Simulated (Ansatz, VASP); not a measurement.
**One calculation of Hg, two programs**

```
Hg
1.0
     4.33455    0.00000    0.00000
    -2.16728    3.75383    0.00000
     0.00000    0.00000    5.30627
Hg
3
Direct
  0.33306 0.00000 0.33333
  0.00000 0.33306 0.66667
  0.66694 0.66694 0.00000
```

Alike in both runs: functional PBE; k mesh 6 × 6 × 4; occupations gaussian, width 0.1 eV; no spin polarisation.

Ansatz relaxed the structure, and its values are those at the end. VASP's run is a single point on that final structure, the one shown.

|  | VASP | Ansatz |
| --- | --- | --- |
| version | VASP 6.6.1 | Ansatz 0.2.0 |
| potentials or method | VASP PAW PBE potentials, release 64 (Hg), cutoff 520 eV | scalar-relativistic, plane waves, PAW |
| valence electrons in the cell | 36 | 60 |

Ansatz gave:

| Item | Value |
| --- | --- |
| gap on the k mesh at the Fermi level (eV) | none |
| pressure (GPa) | -0.1 |

Problem. Estimate VASP's values.

Solution. gap on the k mesh at the Fermi level (eV): none; pressure (GPa): 0.1.

A gap of «none» marks a metal or a gap that the smearing closes. VASP's potentials hold 36 valence electrons a cell and Ansatz's 60, so a difference there can come from the potentials and not from the codes.

Spin-orbit coupling is off throughout.
